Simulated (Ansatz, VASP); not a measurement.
**Two plane-wave programs on Al**

```
Al
1.0
     2.92132    0.00000    0.00000
    -1.46066    2.52994    0.00000
     0.00000    0.00000    4.63732
Al
2
Direct
  0.66667 0.33333 0.75000
  0.33333 0.66667 0.25000
```

Change from the starting cell: strain +0.025 along x and y, +0.000 along z, atoms carried along.

Alike in both runs: task single point; functional PBEsol; k mesh 24 × 24 × 14; occupations gaussian, width 0.15 eV; no spin polarisation.

|  | VASP | Ansatz |
| --- | --- | --- |
| version | VASP 6.6.1 | Ansatz 0.2.0 |
| potentials or method | VASP PAW PBE potentials, release 64 (Al), cutoff 520 eV | scalar-relativistic, plane waves, PAW |
| valence electrons in the cell | 6 | 6 |

|  | VASP | Ansatz | Ansatz less VASP |
| --- | --- | --- | --- |
| gap on the k mesh at the Fermi level (eV) | none | none | - |
| pressure (GPa) | -3.3 | -3.4 | -0.04 |
| traceless stress, the component that is largest in VASP (GPa) | 1.36 | 1.35 | -0.011 |

VASP's potentials were made for PBE, not for PBEsol. A gap of «none» marks a metal or a gap that the smearing closes.
